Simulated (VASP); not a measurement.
Runs of VASP 6.6.1 on Pd. The structure is that of space group Pm-3m (No. 221), or close to it. The cells are those of the table. 

```csv
task,cell,k mesh,cutoff (eV),gap on the mesh (eV),pressure (GPa)
relaxation of cell and atoms,"relaxed from a = 2.514 Å, 1 atom",12 × 12 × 12,600,none,0.0
single point,"a = 2.567 Å, 1 atom",12 × 12 × 12,520,none,-0.4
single point,"a = 2.633 Å, 1 atom",14 × 14 × 14,520,none,-9.4
single point,"a = 2.460 Å, 1 atom",14 × 14 × 14,520,none,(b)
single point,"a = 2.600 Å, 1 atom",14 × 14 × 14,520,none,-5.4
single point,"a = 2.532 Å, 1 atom",14 × 14 × 14,520,none,6.3
single point,"a = 2.665 Å, 1 atom",14 × 14 × 14,520,none,(a)
single point,"a = 2.567 Å, 1 atom",20 × 20 × 20,520,none,-0.4
```

Alike in all rows: level PBEsol; potentials or basis VASP PAW PBE potentials, release 64 (Pd); no spin polarisation; smearing fermi-dirac 0.1 eV.

Fill in the values left out.

(a) -12.4; (b) 25.8.

Caveats: the PAW data sets were made with another functional, which shifts forces and pressure a little.

A k mesh can miss the band edges, and the runs leave out spin-orbit coupling on Pd.

A gap of «none» marks levels without a gap at the run's occupations.
